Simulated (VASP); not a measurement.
# La2O3 (P321) in VASP: notebook

La2O3 is run at these levels: PBEsol, LDA; tasks: single point.

Everything below comes from runs of VASP 6.6.1. Logs are shortened: lines on timing, memory, paths and dates and some standing lists are left out, and cuts for length are marked.

**1. The cell of the first run**

Symmetry: P321, No. 150, trigonal system. The conventional cell has a = 6.240 Å, b = 6.240 Å, c = 3.223 Å, α = 90.00°, β = 90.00°, γ = 120.00°. Within 3.2 Å of La (site symmetry 3) lie 6 O at 2.41 to 2.42 Å. Within 3.2 Å of O (site symmetry 2) lie 4 La at 2.41 to 2.42 Å and 4 O at 3.12 Å.

**2. Single point, PBEsol (volume scaled by 0.94)**

Contents of INCAR:

```
SYSTEM = La2O3
PREC = Accurate ; ENCUT = 520
EDIFF = 1E-6 ; ISMEAR = -1
SIGMA = 0.05 ; LREAL = .FALSE.
LASPH = .TRUE. ; NELM = 80
ALGO = Normal ; ISIF = 2
LWAVE = .FALSE. ; LCHARG = .FALSE.
GGA = PS ; NBANDS = 28
```

Contents of KPOINTS:

```
Automatic mesh
0
G
  5 5 8
  0 0 0
```

Contents of POSCAR:

```
La2O3
1.0
    6.2402306599      0.0000000000      0.0000000000
   -3.1201153299      5.4041982769      0.0000000000
    0.0000000000      0.0000000000      3.2227346680
La O
2 3
Direct
    0.6666666667      0.3333333333      0.4981030000
    0.3333333333      0.6666666667      0.5018970000
    0.5046070000      0.0000000000      0.0000000000
    0.0000000000      0.5046070000      0.0000000000
    0.4953930000      0.4953930000      0.0000000000
```

Potentials or basis: VASP PAW PBE potentials, release 64 (La, O).

Started as:

```console
> cat potpaw_PBE.64/La/POTCAR potpaw_PBE.64/O/POTCAR > POTCAR
> mpirun -np 1 vasp_std > vasp.out
```

OUTCAR:

```text
SYSTEM = La2O3
   PREC = Accurate
   ENCUT = 520
   EDIFF = 1E-6
   ISMEAR = -1
   LREAL = .FALSE.
   LASPH = .TRUE.
   NELM = 80
   ISIF = 2
   GGA = PS

 ion  position               nearest neighbor table
   1  0.667  0.333  0.498-   3 2.41   4 2.41   5 2.41   3 2.42   4 2.42   5 2.42   2 3.60   2 3.60
                             2 3.60
   2  0.333  0.667  0.502-   3 2.41   4 2.41   5 2.41   3 2.42   4 2.42   5 2.42   1 3.60   1 3.60
                             1 3.60
   3  0.505  0.000  0.000-   1 2.41   2 2.41   1 2.42   2 2.42
   4  0.000  0.505  0.000-   2 2.41   1 2.41   2 2.42   1 2.42
   5  0.495  0.495  0.000-   2 2.41   1 2.41   2 2.42   1 2.42

  LATTYP: Found a hexagonal cell.
 ALAT       =     6.2402306599
 C/A-ratio  =     0.5164447989

  Lattice vectors:

 A1 = (   6.2402306599,   0.0000000000,   0.0000000000)
 A2 = (  -3.1201153299,   5.4041982769,   0.0000000000)
 A3 = (   0.0000000000,   0.0000000000,   3.2227346680)

Analysis of symmetry for initial positions (statically):
=====================================================================
 Subroutine PRICEL returns:
 Original cell was already a primitive cell.

 Routine SETGRP: Setting up the symmetry group for a
 hexagonal supercell.

 Subroutine GETGRP returns: Found  6 space group operations
 (whereof  6 operations were pure point group operations)
 out of a pool of 24 trial point group operations.

The static configuration has the point symmetry D_3 .

Analysis of symmetry for dynamics (positions and initial velocities):
=====================================================================
 Subroutine PRICEL returns:
 Original cell was already a primitive cell.

 Routine SETGRP: Setting up the symmetry group for a
 hexagonal supercell.

 Subroutine GETGRP returns: Found  6 space group operations
 (whereof  6 operations were pure point group operations)
 out of a pool of 24 trial point group operations.

The dynamic configuration has the point symmetry D_3 .

 Subroutine INISYM returns: Found  6 space group operations
 (whereof  6 operations are pure point group operations),
 and found     1 'primitive' translations

----------------------------------------------------------------------------------------

                                     Primitive cell

  volume of cell :     108.6817

  direct lattice vectors                    reciprocal lattice vectors
     6.240230660  0.000000000  0.000000000     0.160250487  0.092520662  0.000000000
    -3.120115330  5.404198277  0.000000000     0.000000000  0.185041323  0.000000000
     0.000000000  0.000000000  3.222734668     0.000000000  0.000000000  0.310295480

  length of vectors
     6.240230660  6.240230660  3.222734668     0.185041323  0.185041323  0.310295480

  position of ions in fractional coordinates (direct lattice)
     0.666666667  0.333333333  0.498103000
     0.333333333  0.666666667  0.501897000
     0.504607000  0.000000000  0.000000000
     1.000000000  0.504607000  0.000000000
     0.495393000  0.495393000  0.000000000

  ion indices of the primitive-cell ions
   primitive index   ion index
                 1           1
                 2           2
                 3           3
                 4           4
                 5           5

----------------------------------------------------------------------------------------

 KPOINTS: Automatic mesh

Automatic generation of k-mesh.
 Grid dimensions read from file:
 generate k-points for:    5    5    8

 Generating k-lattice:

  Cartesian coordinates                     Fractional coordinates (reciprocal lattice)
     0.032050097  0.018504132  0.000000000     0.200000000 -0.000000000  0.000000000
     0.000000000  0.037008265  0.000000000     0.000000000  0.200000000  0.000000000
     0.000000000  0.000000000  0.038786935     0.000000000  0.000000000  0.125000000

  Length of vectors
     0.037008265  0.037008265  0.038786935

  Shift w.r.t. Gamma in fractional coordinates (k-lattice)
     0.000000000  0.000000000  0.000000000

 Subroutine IBZKPT returns following result:
[... 45 lines left out ...]

  energy without entropy =      -42.43583102  energy(sigma->0) =      -42.43583105

 E-fermi :   4.3053     XC(G=0):  -8.5936

 val. band max:        3.6870204074   @ k =   0.0000   0.0000   0.5000
 cond. band min:       4.9231820714   @ k =   0.0000   0.0000   0.0000
 fundamental gap:      1.2361616640
 Fermi energy:         4.3053072412

 k-point     1 :       0.0000    0.0000    0.0000
  band No.  band energies     occupation
      1     -26.8916      2.00000
      2     -26.6356      2.00000
      3     -14.1448      2.00000
      4     -14.1448      2.00000
      5     -12.3118      2.00000
      6     -10.4378      2.00000
[... 20 lines left out ...]
     27       8.6192      0.00000
     28       8.6350      0.00000

 k-point     2 :       0.2000    0.0000    0.0000
  band No.  band energies     occupation
      1     -26.8710      2.00000
      2     -26.6580      2.00000
      3     -14.1507      2.00000
      4     -14.0366      2.00000
      5     -12.5643      2.00000
      6     -10.4071      2.00000
[... 20 lines left out ...]
     27       8.6359      0.00000
     28       8.6492      0.00000

 k-point     3 :       0.4000    0.0000    0.0000
  band No.  band energies     occupation
      1     -26.8225      2.00000
      2     -26.7092      2.00000
      3     -14.1600      2.00000
      4     -13.7732      2.00000
      5     -13.0061      2.00000
      6     -10.3559      2.00000
[... 20 lines left out ...]
     27       8.6604      0.00000
     28       8.6783      0.00000

 k-point     4 :       0.2000    0.2000    0.0000
  band No.  band energies     occupation
      1     -26.8346      2.00000
      2     -26.6966      2.00000
      3     -14.1607      2.00000
      4     -13.8355      2.00000
      5     -12.9119      2.00000
      6     -10.3549      2.00000
[... 578 lines left out ...]
     27       8.3114      0.00000
     28       8.3214      0.00000

 k-point    23 :       0.4000    0.0000    0.3750
  band No.  band energies     occupation
      1     -26.4718      2.00000
      2     -26.3849      2.00000
      3     -14.2855      2.00000
      4     -13.6707      2.00000
      5     -13.0100      2.00000
      6     -11.0524      2.00000
[... 20 lines left out ...]
     27       8.4133      0.00000
     28       8.5457      0.00000

 k-point    24 :       0.0000    0.4000    0.3750
  band No.  band energies     occupation
      1     -26.4718      2.00000
      2     -26.3849      2.00000
      3     -14.2855      2.00000
      4     -13.6707      2.00000
      5     -13.0099      2.00000
      6     -11.0528      2.00000
[... 20 lines left out ...]
     27       8.4080      0.00000
     28       8.5055      0.00000

 [... further k-points ...]

------------------------ aborting loop because EDIFF is reached ----------------------------------------

  FORCE on cell =-STRESS in cart. coord.  units (eV):
  Direction    XX          YY          ZZ          XY          YZ          ZX
  --------------------------------------------------------------------------------------
  -------------------------------------------------------------------------------------
  Total        1.6426064      1.6426064      2.5678816      0.0000000      0.0000000      0.0000000
  in kB       24.2151758     24.2151758     37.8555111      0.0000000      0.0000000      0.0000000
  external PRESSURE =      28.7619542 kB  Pullay stress =       0.0000000 kB

 VOLUME and BASIS-vectors are now :
 -----------------------------------------------------------------------------
  energy-cutoff  :      520.00
  volume of cell :      108.68
      direct lattice vectors                 reciprocal lattice vectors
     6.240230660  0.000000000  0.000000000     0.160250487  0.092520662  0.000000000
    -3.120115330  5.404198277  0.000000000     0.000000000  0.185041323  0.000000000
     0.000000000  0.000000000  3.222734668     0.000000000  0.000000000  0.310295480

 POSITION                                       TOTAL-FORCE (eV/Angst)
 -----------------------------------------------------------------------------------
      3.12012      1.80140      1.60525        -0.000000      0.000000      0.022646
     -0.00000      3.60280      1.61748        -0.000000      0.000000     -0.022646
      3.14886      0.00000      0.00000        -0.026475      0.000000      0.000000
     -1.57443      2.72700      0.00000         0.013238     -0.022928      0.000000
      1.54568      2.67720      0.00000         0.013238      0.022928      0.000000
 -----------------------------------------------------------------------------------
    total drift:                               -0.000000     -0.000000     -0.000000

  FREE ENERGIE OF THE ION-ELECTRON SYSTEM (eV)
  ---------------------------------------------------
  free  energy   TOTEN  =       -42.4358310797 eV

  energy  without entropy=      -42.4358310207  energy(sigma->0) =      -42.43583105
```

Wall time 51 s (1 thread of Intel Xeon 6975P-C (Granite Rapids), shared host); peak memory 0.27 GiB.

What came out:

```yaml
Free_energy: -42.4358 eV
Pressure: 2.9 GPa
Largest_force: 0.026 eV/Å
Band_gap_on_the_k_mesh: 1.24 eV, indirect (least direct gap 1.87 eV)
```

Forces on the atoms (eV/Å):
```
La   0.000  0.000  0.023
La   0.000  0.000 -0.023
O   -0.026  0.000  0.000
O    0.013 -0.023  0.000
O    0.013  0.023  0.000
```

Levels at points of the mesh, in eV from the valence-band top:
```csv
k point,band 17,band 18,band 19,band 20,band 21,band 22,band 23,band 24
"(0.00, 0.00, 0.00)",-1.20,-1.20,-1.02,-0.63,1.24,3.36,3.94,3.94
"(0.00, 0.00, 0.50)",-1.51,-1.51,-0.59,0.00,4.36,4.37,4.37,4.37
```

Caveat: the PAW data sets were made with another functional, which shifts forces and pressure a little; spin-orbit coupling is left out, which moves the levels of the heavy elements. A k mesh can miss the band edges.

**3. Single point, LDA (volume scaled by 0.96)**

Contents of INCAR:

```
  PREC = Accurate
  ENCUT = 520
  EDIFF = 1E-6
  ISMEAR = -1
  SIGMA = 0.05
  LREAL = False
  LASPH = True
  NELM = 60
  ALGO = Normal
  ISIF = 2
  LWAVE = False
  LCHARG = False
  NBANDS = 28
```

Contents of KPOINTS:

```
Automatic mesh
0
Gamma
  5 5 8
```

Changes to POSCAR since step 2:

```diff
@@ -2,5 +2,5 @@
 1.0
-    6.2402306599      0.0000000000      0.0000000000
-   -3.1201153299      5.4041982769      0.0000000000
-    0.0000000000      0.0000000000      3.2227346680
+    6.2841773941      0.0000000000      0.0000000000
+   -3.1420886970      5.4422572652      0.0000000000
+    0.0000000000      0.0000000000      3.2454307304
 La O
```

Potentials or basis: VASP PAW LDA potentials, release 64 (La, O).

Started as:

```console
> cat potpaw_LDA.64/La/POTCAR potpaw_LDA.64/O/POTCAR > POTCAR
> mpirun -np 1 vasp_std > vasp.out
```

Wall time 46 s (1 thread of Intel Xeon 6975P-C (Granite Rapids), shared host); peak memory 0.24 GiB.

The run converged. Its results:

- Free energy: -44.4378 eV
- Pressure: -1.5 GPa
- Largest force: 0.039 eV/Å
- Band gap on the k mesh: 1.28 eV, indirect (least direct gap 1.85 eV)

Forces on the atoms (eV/Å):
```
La   0.000  0.000  0.017
La   0.000  0.000 -0.017
O   -0.039  0.000  0.000
O    0.020 -0.034  0.000
O    0.020  0.034  0.000
```

Stress tensor (GPa, compression positive):
```
-1.27  0.00  0.00
 0.00 -1.27  0.00
 0.00  0.00 -1.89
```

Levels at points of the mesh, in eV from the valence-band top:
```csv
k point,band 17,band 18,band 19,band 20,band 21,band 22,band 23,band 24
"(0.00, 0.00, 0.00)",-1.12,-1.12,-0.90,-0.57,1.28,3.24,3.82,3.82
"(0.00, 0.00, 0.50)",-1.38,-1.38,-0.47,0.00,4.15,4.15,4.23,4.29
```

Caveat: spin-orbit coupling is left out, which moves the levels of the heavy elements. A k mesh can miss the band edges.

**4. Single point, PBEsol (volume scaled by 0.96)**

Contents of INCAR:

```
PREC = Accurate
ENCUT = 520
EDIFF = 1E-6
ISMEAR = -1
SIGMA = 0.05
LREAL = F
LASPH = T
NELM = 100
ALGO = Normal
ISIF = 2
LWAVE = F
LCHARG = F
GGA = PS
NBANDS = 28
```

Contents of KPOINTS:

```
regular mesh
0
Gamma
  5 5 8
```

POSCAR is that of step 3.

Potentials or basis: VASP PAW PBE potentials, release 64 (La, O).

Started as:

```console
> cat potpaw_PBE.64/La/POTCAR potpaw_PBE.64/O/POTCAR > POTCAR
> mpirun -np 1 vasp_std > vasp.out
```

Wall time 55 s (1 thread of Intel Xeon 6975P-C (Granite Rapids), shared host); peak memory 0.27 GiB.

Results (log left out):

| Quantity | Value |
| --- | --- |
| Free energy | -42.4623 eV |
| Pressure | 0.6 GPa |
| Largest force | 0.033 eV/Å |
| Band gap on the k mesh | 1.35 eV, indirect (least direct gap 1.92 eV) |

Forces in eV/Å, atoms in the order of the input:
```
La   0.000  0.000  0.018
La   0.000  0.000 -0.018
O   -0.033  0.000  0.000
O    0.017 -0.029  0.000
O    0.017  0.029  0.000
```

Stress tensor (GPa, compression positive):
```
0.53 0.00 0.00
0.00 0.53 0.00
0.00 0.00 0.75
```

Levels at points of the mesh, in eV from the valence-band top:
| k point | band 16 | band 17 | band 18 | band 19 | band 20 | band 21 | band 22 | band 23 | band 24 | band 25 |
| --- | --- | --- | --- | --- | --- | --- | --- | --- | --- | --- |
| (0.00, 0.00, 0.00) | -2.13 | -1.11 | -1.11 | -0.89 | -0.57 | 1.35 | 3.42 | 3.97 | 3.97 | 4.89 |
| (0.00, 0.00, 0.50) | -1.61 | -1.36 | -1.36 | -0.47 | 0.00 | 4.36 | 4.38 | 4.41 | 4.41 | 4.45 |

Caveat: the PAW data sets were made with another functional, which shifts forces and pressure a little; spin-orbit coupling is left out, which moves the levels of the heavy elements.

**5. Single point, LDA (volume scaled by 0.98)**

Contents of INCAR:

```
SYSTEM = La2O3
PREC = Accurate
ENCUT = 520
EDIFF = 1E-6
ISMEAR = -1
SIGMA = 0.05
LREAL = .FALSE.
LASPH = .TRUE.
NELM = 80
ALGO = Normal
ISIF = 2
LWAVE = .FALSE.
LCHARG = .FALSE.
NBANDS = 28
```

Contents of KPOINTS:

```
Automatic mesh
0
G
  5 5 8
  0 0 0
```

Changes to POSCAR since step 4:

```diff
@@ -2,5 +2,5 @@
 1.0
-    6.2841773941      0.0000000000      0.0000000000
-   -3.1420886970      5.4422572652      0.0000000000
-    0.0000000000      0.0000000000      3.2454307304
+    6.3275179181      0.0000000000      0.0000000000
+   -3.1637589590      5.4797912600      0.0000000000
+    0.0000000000      0.0000000000      3.2678137186
 La O
```

Potentials or basis: VASP PAW LDA potentials, release 64 (La, O).

Started as:

```console
> cat potpaw_LDA.64/La/POTCAR potpaw_LDA.64/O/POTCAR > POTCAR
> mpirun -np 1 vasp_std > vasp.out
```

Run time: 45 s. Hardware: 1 thread of Intel Xeon 6975P-C (Granite Rapids), shared host; peak memory 0.25 GiB.

It converged, with:

```yaml
Free_energy: -44.4032 eV
Pressure: -3.5 GPa
Largest_force: 0.045 eV/Å
Band_gap_on_the_k_mesh: 1.39 eV, indirect (least direct gap 1.90 eV)
```

Forces on the atoms (eV/Å):
```
La   0.000  0.000  0.013
La   0.000  0.000 -0.013
O   -0.045  0.000  0.000
O    0.023 -0.039  0.000
O    0.023  0.039  0.000
```

Stress tensor (GPa, compression positive):
```
-2.92  0.00  0.00
 0.00 -2.92  0.00
 0.00  0.00 -4.54
```

Levels at points of the mesh, in eV from the valence-band top:
| k point | band 18 | band 19 | band 20 | band 21 | band 22 | band 23 |
| --- | --- | --- | --- | --- | --- | --- |
| (0.00, 0.00, 0.00) | -1.04 | -0.77 | -0.51 | 1.39 | 3.29 | 3.83 |
| (0.00, 0.00, 0.50) | -1.24 | -0.36 | 0.00 | 4.14 | 4.16 | 4.22 |

Caveat: spin-orbit coupling is left out, which moves the levels of the heavy elements. A k mesh can miss the band edges.

**6. Single point, PBEsol (volume scaled by 0.98)**

Contents of INCAR:

```
SYSTEM = La2O3
PREC = Accurate
ENCUT = 520
EDIFF = 1E-7
ISMEAR = -1
SIGMA = 0.05
LREAL = .FALSE.
LASPH = .TRUE.
NELM = 60
ALGO = Normal
ISIF = 2
LWAVE = .FALSE.
LCHARG = .TRUE.
GGA = PS
LELF = .TRUE.
LVHAR = .TRUE.
NBANDS = 28
```

KPOINTS is that of step 5.

POSCAR is that of step 5.

Potentials or basis: VASP PAW PBE potentials, release 64 (La, O).

Started as:

```console
> cat potpaw_PBE.64/La/POTCAR potpaw_PBE.64/O/POTCAR > POTCAR
> mpirun -np 1 vasp_std > vasp.out
```

Wall time 59 s (1 thread of Intel Xeon 6975P-C (Granite Rapids), shared host); peak memory 0.28 GiB.

It converged, with:

```
Free energy            : -42.4577 eV
Pressure               : -1.4 GPa
Largest force          : 0.039 eV/Å
Band gap on the k mesh : 1.46 eV, indirect (least direct gap 1.96 eV)
```

Forces in eV/Å, atoms in the order of the input:
```
La   0.000  0.000  0.014
La   0.000  0.000 -0.014
O   -0.039  0.000  0.000
O    0.020 -0.034  0.000
O    0.020  0.034  0.000
```

Stress tensor (GPa, compression positive):
```
-1.16  0.00  0.00
 0.00 -1.16  0.00
 0.00  0.00 -1.96
```

Levels at points of the mesh, in eV from the valence-band top:
| k point | band 16 | band 17 | band 18 | band 19 | band 20 | band 21 | band 22 | band 23 | band 24 | band 25 |
| --- | --- | --- | --- | --- | --- | --- | --- | --- | --- | --- |
| (0.00, 0.00, 0.00) | -1.98 | -1.03 | -1.03 | -0.76 | -0.50 | 1.46 | 3.48 | 3.99 | 3.99 | 4.86 |
| (0.00, 0.00, 0.50) | -1.54 | -1.23 | -1.23 | -0.36 | 0.00 | 4.35 | 4.39 | 4.44 | 4.44 | 4.44 |

Caveat: the PAW data sets were made with another functional, which shifts forces and pressure a little; spin-orbit coupling is left out, which moves the levels of the heavy elements. A k mesh can miss the band edges.

**7. Overview**

| level | potentials or basis | cell | gap on the mesh (eV) | pressure (GPa) | largest force (eV/Å) |
| --- | --- | --- | --- | --- | --- |
| PBEsol | VASP PAW PBE potentials, release 64 (La, O) | a = 6.240, b = 6.240, c = 3.223 Å, angles 90.0, 90.0, 120.0°, 5 atoms | 1.24 | 2.9 | 0.03 |
| LDA | VASP PAW LDA potentials, release 64 (La, O) | a = 6.284, b = 6.284, c = 3.245 Å, angles 90.0, 90.0, 120.0°, 5 atoms | 1.28 | -1.5 | 0.04 |
| PBEsol | VASP PAW PBE potentials, release 64 (La, O) | a = 6.284, b = 6.284, c = 3.245 Å, angles 90.0, 90.0, 120.0°, 5 atoms | 1.35 | 0.6 | 0.03 |
| LDA | VASP PAW LDA potentials, release 64 (La, O) | a = 6.328, b = 6.328, c = 3.268 Å, angles 90.0, 90.0, 120.0°, 5 atoms | 1.39 | -3.5 | 0.05 |
| PBEsol | VASP PAW PBE potentials, release 64 (La, O) | a = 6.328, b = 6.328, c = 3.268 Å, angles 90.0, 90.0, 120.0°, 5 atoms | 1.46 | -1.4 | 0.04 |

Alike in all rows: task single point; no spin polarisation; k mesh 5 × 5 × 8; cutoff (eV) 520; smearing fermi-dirac 0.05 eV.

Caveats: spin-orbit coupling is left out, which moves the levels of the heavy elements; the PAW data sets were made with another functional, which shifts forces and pressure a little (some runs).

Total energies depend on the potentials used, so only differences within one code and one set of settings carry meaning.
